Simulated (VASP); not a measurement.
Here is a VASP 6.6.1 calculation.

Contents of INCAR:

```
PREC = Accurate
ENCUT = 520
EDIFF = 1E-7
ISMEAR = -1
SIGMA = 0.05
LREAL = F
LASPH = T
NELM = 80
ALGO = Fast
ISIF = 2
LWAVE = F
LCHARG = T
GGA = PE
LELF = T
LVHAR = T
NBANDS = 16
```

KPOINTS

```
Automatic mesh
0
Gamma
  18 18 10
```

POSCAR

```
Ir
1.0
    2.7513778946      0.0000000000      0.0000000000
   -1.3756889473      2.3827631521      0.0000000000
    0.0000000000      0.0000000000      4.4622900000
Ir
2
Direct
    0.3333333333      0.6666666667      0.2500000000
    0.6666666667      0.3333333333      0.7500000000
```

Potentials or basis: VASP PAW PBE potentials, release 64 (Ir).

Run with:

```bash
$ cat potpaw_PBE.64/Ir/POTCAR > POTCAR
$ mpirun -np 1 vasp_std > vasp.out
```

(1) What does it give for the pressure?

(2) Predict the band gap on the k mesh.

Results:

(1) -1.0 GPa.

(2) zero (band 9 reaches 10.86 eV, above the bottom of band 10 at 7.71 eV).

Caveat: spin-orbit coupling is left out, which moves the levels of the heavy elements.
